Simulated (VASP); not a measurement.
# Ir12F in VASP: single point with PBE

Aim: the single point of Ir12F with PBE.

Everything below comes from runs of VASP 6.6.1. Logs are shortened: lines on timing, memory, paths and dates and some standing lists are left out, and cuts for length are marked.

## (1) The cell of the first run

The cell holds a slab with vacuum, 13 atoms: a = 5.431 Å, b = 5.431 Å, c = 17.434 Å, α = 90.00°, β = 90.00°, γ = 60.00°.

## (2) Single point, PBE

INCAR reads:

```
SYSTEM = Ir12F
ALGO     = Normal         ! electronic algorithm
EDIFF    = 1E-6           ! SCF threshold, eV
ENCUT    = 520            ! plane-wave cutoff, eV
GGA      = PE             ! functional
GGA_COMPAT= .False.      
ISIF     = 2              ! what is computed and relaxed
ISMEAR   = -1             ! smearing method
LASPH    = .True.         ! aspherical terms in the spheres
LCHARG   = .True.         ! write CHGCAR
LELF     = .True.         ! ELF
LREAL    = .False.        ! projectors in reciprocal space
LVHAR    = .True.       
LWAVE    = .False.        ! write WAVECAR
NBANDS   = 118            ! bands
NELM     = 120            ! most SCF steps
NELMDL   = -8           
PREC     = Accurate       ! precision mode
SIGMA    = 0.15           ! smearing width, eV
```

KPOINTS reads:

```
k-points
0
Gamma
  4 4 1
  0 0 0
```

POSCAR reads:

```
Ir12F
1.0
    5.4305800000      0.0000000000      0.0000000000
    2.7152900000      4.7030200000      0.0000000000
    0.0000000000      0.0000000000     17.4340500000
Ir F
12 1
Direct
    0.1666667000      0.1666667000      0.0573590000
    0.6666667000      0.1666667000      0.0573590000
    0.1666667000      0.6666667000      0.0573590000
    0.6666667000      0.6666667000      0.0573590000
   -0.1667779918      0.3330885260      0.1821894410
    0.3340842215      0.3319199191      0.1836300985
   -0.1681364483      0.8340991285      0.1837344775
    0.3343403467      0.8341441894      0.1836785464
    0.0002552074      0.0009709072      0.3076311681
    0.5008080138      0.0007329817      0.3127303633
   -0.0005833294      0.4993064793      0.3073417024
    0.5014130187      0.4997715477      0.3076144633
    0.4947428445      0.9938567791      0.4252009405
```

Potentials or basis: VASP PAW PBE potentials, release 64 (Ir_sv_GW, F).

Run with:

```console
$ cat potpaw_PBE.64/Ir_sv_GW/POTCAR potpaw_PBE.64/F/POTCAR > POTCAR
$ mpirun -np 1 vasp_std > vasp.out
```

OUTCAR:

```text
SYSTEM = Ir12F
   EDIFF = 1E-6
   ENCUT = 520
   GGA = PE
   ISIF = 2
   ISMEAR = -1
   LASPH = .True.
   LREAL = .False.
   NELM = 120
   NELMDL = -8
   PREC = Accurate

 ion  position               nearest neighbor table
   1  0.167  0.167  0.057-   5 2.68   6 2.70   8 2.70   3 2.72   3 2.72   4 2.72   4 2.72   2 2.72
                             2 2.72
   2  0.667  0.167  0.057-   5 2.68   6 2.70   7 2.70   4 2.72   3 2.72   4 2.72   3 2.72   1 2.72
                             1 2.72
   3  0.167  0.667  0.057-   6 2.71   7 2.71   8 2.71   1 2.72   1 2.72   2 2.72   2 2.72   4 2.72
                             4 2.72
   4  0.667  0.667  0.057-   5 2.68   8 2.70   7 2.70   2 2.72   1 2.72   2 2.72   1 2.72   3 2.72
                             3 2.72
   5  0.833  0.333  0.182-   2 2.68   1 2.68   4 2.68  11 2.68  12 2.69   9 2.69   7 2.71   6 2.71
                             8 2.72   8 2.72   6 2.72   7 2.72
   6  0.334  0.332  0.184-  11 2.67  12 2.68   2 2.70   1 2.70   8 2.70   7 2.70   3 2.71   5 2.71
                             5 2.72   7 2.73   8 2.73  10 2.74
   7  0.832  0.834  0.184-  11 2.67   9 2.67   8 2.70   2 2.70   4 2.70   6 2.70   3 2.71   5 2.71
                             5 2.72   6 2.73   8 2.73  10 2.74
   8  0.334  0.834  0.184-   9 2.67  12 2.67   4 2.70   1 2.70   7 2.70   6 2.70   3 2.71   5 2.72
                             5 2.72   6 2.73   7 2.73  10 2.74
   9  0.000  0.001  0.308-   8 2.67   7 2.67   5 2.69  11 2.70  12 2.71  10 2.71  10 2.72  12 2.72
                            11 2.73
  10  0.501  0.001  0.313-  13 1.96  12 2.71   9 2.71  11 2.72  11 2.72   9 2.72  12 2.72   7 2.74
                             6 2.74   8 2.74
  11  0.999  0.499  0.307-   7 2.67   6 2.67   5 2.68  12 2.70   9 2.70  10 2.72  10 2.72   9 2.73
                            12 2.73
  12  0.501  0.500  0.308-   8 2.67   6 2.68   5 2.69  11 2.70   9 2.71  10 2.71  10 2.72   9 2.72
                            11 2.73
  13  0.495  0.994  0.425-  10 1.96

  LATTYP: Found a hexagonal cell.
 ALAT       =     5.4305797945
 C/A-ratio  =     3.2103478191

  Lattice vectors:

 A1 = (  -2.7152900000,  -4.7030200000,   0.0000000000)
 A2 = (   5.4305800000,   0.0000000000,   0.0000000000)
 A3 = (   0.0000000000,   0.0000000000,  17.4340500000)

Analysis of symmetry for initial positions (statically):
=====================================================================
 Subroutine PRICEL returns:
 Original cell was already a primitive cell.

 Routine SETGRP: Setting up the symmetry group for a
 hexagonal supercell.

 Subroutine GETGRP returns: Found  1 space group operations
 (whereof  1 operations were pure point group operations)
 out of a pool of 24 trial point group operations.

The static configuration has the point symmetry C_1 .

Analysis of symmetry for dynamics (positions and initial velocities):
=====================================================================
 Subroutine PRICEL returns:
 Original cell was already a primitive cell.

 Routine SETGRP: Setting up the symmetry group for a
 hexagonal supercell.

 Subroutine GETGRP returns: Found  1 space group operations
 (whereof  1 operations were pure point group operations)
 out of a pool of 24 trial point group operations.

The dynamic configuration has the point symmetry C_1 .

 Subroutine INISYM returns: Found  1 space group operations
 (whereof  1 operations are pure point group operations),
 and found     1 'primitive' translations

----------------------------------------------------------------------------------------

                                     Primitive cell

  volume of cell :     445.2678

  direct lattice vectors                    reciprocal lattice vectors
     5.430580000  0.000000000  0.000000000     0.184142394 -0.106314666  0.000000000
     2.715290000  4.703020000  0.000000000     0.000000000  0.212629332  0.000000000
     0.000000000  0.000000000 17.434050000     0.000000000  0.000000000  0.057359019

  length of vectors
     5.430580000  5.430579795 17.434050000     0.212629324  0.212629332  0.057359019

  position of ions in fractional coordinates (direct lattice)
     0.166666700  0.166666700  0.057359000
     0.666666700  0.166666700  0.057359000
     0.166666700  0.666666700  0.057359000
[... 38 lines left out ...]
     0.046035598 -0.026578666  0.000000000     0.250000000  0.000000000  0.000000000
     0.000000000  0.053157333  0.000000000     0.000000000  0.250000000  0.000000000
     0.000000000  0.000000000  0.057359019     0.000000000  0.000000000  1.000000000

  Length of vectors
     0.053157331  0.053157333  0.057359019

  Shift w.r.t. Gamma in fractional coordinates (k-lattice)
     0.000000000  0.000000000  0.000000000

 Subroutine IBZKPT returns following result:
 ===========================================

 Found     10 irreducible k-points:

 Following reciprocal coordinates:
            Coordinates               Weight
  0.000000  0.000000  0.000000      1.000000
  0.250000  0.000000  0.000000      2.000000
  0.250000  0.250000  0.000000      2.000000
  0.000000  0.250000  0.000000      2.000000
  0.500000  0.000000  0.000000      1.000000
  0.500000  0.500000  0.000000      1.000000
  0.000000  0.500000  0.000000      1.000000
  0.500000  0.250000  0.000000      2.000000
  0.250000  0.500000  0.000000      2.000000
 -0.250000  0.250000  0.000000      2.000000
   k-points           NKPTS =     10   k-points in BZ     NKDIM =     10   number of bands    NBANDS=    118
   number of dos      NEDOS =    301   number of ions     NIONS =     13
   total plane-waves  NPLWV = 224000
   dimension x,y,z NGX =    40 NGY =   40 NGZ =  140
   dimension x,y,z NGXF=    80 NGYF=   80 NGZF=  280
   ions per type =              12   1
   NGX,Y,Z   is equivalent  to a cutoff of  12.25, 12.25, 13.35 a.u.
   NGXF,Y,Z  is equivalent  to a cutoff of  24.49, 24.49, 26.70 a.u.
 SYSTEM =  Ir12F
   PREC   = accura    normal or accurate (medium, high low for compatibility)
   ISTART =      0    job   : 0-new  1-cont  2-samecut
   ICHARG =      2    charge: 1-file 2-atom 10-const
   ISPIN  =      1    spin polarized calculation?
   LNONCOLLINEAR =      F non collinear calculations
   LSORBIT =      F    spin-orbit coupling
   LASPH  =      T    aspherical Exc in radial PAW
   ENCUT  =  520.0 eV  38.22 Ry    6.18 a.u.  10.10 10.10 32.42*2*pi/ulx,y,z
   NELM   =    120;   NELMIN=  2; NELMDL= -8     # of ELM steps
   EDIFF  = 0.1E-05   stopping-criterion for ELM
   LREAL  =      F    real-space projection
   EDIFFG = 0.1E-04   stopping-criterion for IOM
   NSW    =      0    number of steps for IOM
   IBRION =     -1    ionic relax: 0-MD 1-quasi-New 2-CG
   NFREE  =      0    steps in history (QN), initial steepest desc. (CG)
   ISIF   =      2    stress and relaxation
   ISYM   =      2    0-nonsym 1-usesym 2-fastsym
   POTIM  = 0.5000    time-step for ionic-motion
   TEBEG  =    0.0;   TEEND  =   0.0 temperature during run
   PSTRESS=    0.0 pullay stress
   NELECT =     211.0000    total number of electrons
   NUPDOWN=      -1.0000    fix difference up-down
   EMIN   =  10.00;   EMAX   =-10.00  energy-range for DOS
   EFERMI =   0.00;   METHOD = LEGACY
   ISMEAR =    -1;   SIGMA  =   0.15  broadening in eV -4-tet -1-fermi 0-gaus
   EFERMI_NEDOS =   21; number of points for ismear=-14 and -15
   IALGO  =     38    algorithm
   IMIX   =      4    mixing-type and parameters
     AMIX     =   0.40;   BMIX     =  1.00
     AMIX_MAG =   1.60;   BMIX_MAG =  1.00
  volume/ion in A,a.u.               =      34.25       231.14
  Fermi-wavevector in a.u.,A,eV,Ry     =   1.276327  2.411908 22.164026  1.629010
  Thomas-Fermi vector in A             =   2.408989
   LORBIT       =      0    0 simple, 1 ext, 2 COOP (PROOUT), +10 PAW based schemes
   GGA     = PE    functional components
   LHFCALC =     F    Hartree Fock is set to
   AEXX    =    0.0000 exact exchange contribution
   IVDW    =     0    specifies the selected vdW correction
   LEPSILON=     F    determine dielectric tensor
   LRPA    =     F    only Hartree local field effects (RPA)
 non-spin polarized calculation
  energy-cutoff  :      520.00
  volume of cell :      445.27
 maximum number of plane-waves:     12004
   NGX = 21   NGY = 21   NGZ = 65

 number of electron     210.9999997 magnetization

 Free energy of the ion-electron system (eV)
  ---------------------------------------------------
  ext. energy  EPLUGINS =         0.00000000
  ---------------------------------------------------
  free energy    TOTEN  =      -110.42671972 eV

  energy without entropy =     -109.28262814  energy(sigma->0) =     -109.85467393

 E-fermi :   1.3352     XC(G=0):  -6.8093

 val. band max:        1.2951753258   @ k =   0.2500   0.0000   0.0000
 cond. band min:       1.3490584627   @ k =   0.5000   0.5000   0.0000
 fundamental gap:      0.0538831369
 Fermi energy:         1.3352324918

 k-point     1 :       0.0000    0.0000    0.0000
  band No.  band energies     occupation
      1     -91.7317      2.00000
      2     -91.6896      2.00000
      3     -91.6863      2.00000
      4     -91.6862      2.00000
      5     -91.6545      2.00000
      6     -91.1697      2.00000
[... 1189 lines left out ...]
    116       2.1880      0.00677
    117       2.2835      0.00359
 [bands above 117 left out]

------------------------ aborting loop because EDIFF is reached ----------------------------------------

  FORCE on cell =-STRESS in cart. coord.  units (eV):
  Direction    XX          YY          ZZ          XY          YZ          ZX
  --------------------------------------------------------------------------------------
  -------------------------------------------------------------------------------------
  Total       -8.2871695     -8.2978988     -2.8622711     -0.0045859     -0.0169173     -0.0659014
  in kB      -29.8191647    -29.8577712    -10.2991175     -0.0165012     -0.0608724     -0.2371286
  external PRESSURE =     -23.3253511 kB  Pullay stress =       0.0000000 kB

 VOLUME and BASIS-vectors are now :
 -----------------------------------------------------------------------------
  energy-cutoff  :      520.00
  volume of cell :      445.27
      direct lattice vectors                 reciprocal lattice vectors
     5.430580000  0.000000000  0.000000000     0.184142394 -0.106314666  0.000000000
     2.715290000  4.703020000  0.000000000     0.000000000  0.212629332  0.000000000
     0.000000000  0.000000000 17.434050000     0.000000000  0.000000000  0.057359019

 POSITION                                       TOTAL-FORCE (eV/Angst)
 -----------------------------------------------------------------------------------
      1.35765      0.78384      1.00000         0.132761     -0.072877      0.058997
      4.07294      0.78384      1.00000        -0.128674     -0.077627      0.049937
      2.71529      3.13535      1.00000         0.011041      0.009099     -0.155897
      5.43058      3.13535      1.00000         0.006243      0.152122      0.062140
      5.42931      1.56652      3.17630         0.018416      0.008154     -0.015791
      2.71553      1.56103      3.20142         0.009080     -0.012438      0.016795
      6.78232      3.92278      3.20324         0.000766      0.011161     -0.004604
      4.08061      3.92300      3.20226        -0.005919      0.001898     -0.018406
      0.00402      0.00457      5.36326        -0.031197      0.006069     -0.020736
      2.72167      0.00345      5.45216        -0.070605     -0.045663     -0.102223
      6.78317      2.34825      5.35821         0.034050      0.014003      0.039767
      4.07999      2.35044      5.36297        -0.016258     -0.019613     -0.020233
      5.38535      4.67413      7.41297         0.040297      0.025713      0.110254
 -----------------------------------------------------------------------------------
    total drift:                                0.000020     -0.000081     -0.000495

  FREE ENERGIE OF THE ION-ELECTRON SYSTEM (eV)
  ---------------------------------------------------
  free  energy   TOTEN  =      -110.4267197197 eV

  energy  without entropy=     -109.2826281403  energy(sigma->0) =     -109.85467393
```

Run time: 19 min. Hardware: 1 thread of AMD EPYC 9R45 (Zen 5), shared host; peak memory 0.71 GiB.

What came out:

| Item | Value |
| --- | --- |
| Free energy | -110.4267 eV |
| Largest force | 0.164 eV/Å |
| Band gap on the k mesh | zero (an odd number of electrons rules out a gap without spin polarisation) |

Forces on the atoms (eV/Å):
```
Ir   0.133 -0.073  0.059
Ir  -0.129 -0.078  0.050
Ir   0.011  0.009 -0.156
Ir   0.006  0.152  0.062
Ir   0.018  0.008 -0.016
Ir   0.009 -0.012  0.017
Ir   0.001  0.011 -0.005
Ir  -0.006  0.002 -0.018
Ir  -0.031  0.006 -0.021
Ir  -0.071 -0.046 -0.102
Ir   0.034  0.014  0.040
Ir  -0.016 -0.020 -0.020
F    0.040  0.026  0.110
```

Caveat: there is no dipole correction, which matters where the two faces differ; spin-orbit coupling is left out, which moves the levels of the heavy elements.

The gap in the log of VASP goes by the Fermi energy; the results here count the filled bands.